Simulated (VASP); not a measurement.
Here is a VASP 6.6.1 calculation.

File INCAR:

```
SYSTEM = N
ALGO     = Normal         ! electronic algorithm
EDIFF    = 1E-6           ! SCF threshold, eV
ENCUT    = 520            ! plane-wave cutoff, eV
GGA      = PS             ! functional
ISIF     = 2              ! what is computed and relaxed
ISMEAR   = 1              ! smearing method
LASPH    = .True.         ! aspherical terms in the spheres
LCHARG   = .False.        ! write CHGCAR
LREAL    = .False.        ! projectors in reciprocal space
LWAVE    = .False.        ! write WAVECAR
NBANDS   = 12             ! bands
NELM     = 60             ! most SCF steps
PREC     = Accurate       ! precision mode
SIGMA    = 0.02           ! smearing width, eV
```

The input KPOINTS:

```
k-points
0
Gamma
  1 1 1
  0 0 0
```

The input POSCAR:

```
N
1.0
    9.0000000000      0.0000000000      0.0000000000
    0.0000000000      9.5000000000      0.0000000000
    0.0000000000      0.0000000000     10.0000000000
N
2
Direct
    0.5000000000      0.5000000000      0.4450042062
    0.5000000000      0.5000000000      0.5549957938
```

Potentials or basis: VASP PAW PBE potentials, release 64 (N).

The run is started by

```bash
$ cat potpaw_PBE.64/N/POTCAR > POTCAR
$ mpirun -np 1 vasp_gam > vasp.out
```

Problem. What does it give for the gap between the frontier levels?

Solution. 8.19 eV.

Problem. What does it give for the largest force?

Solution. 1.878 eV/Å.

Forces on the atoms (eV/Å):
```
N    0.000  0.000 -1.878
N    0.000  0.000  1.878
```

Caveat: the standard files for N, O and F lose accuracy on very short bonds; the PAW data sets were made with another functional, which shifts forces and pressure a little.
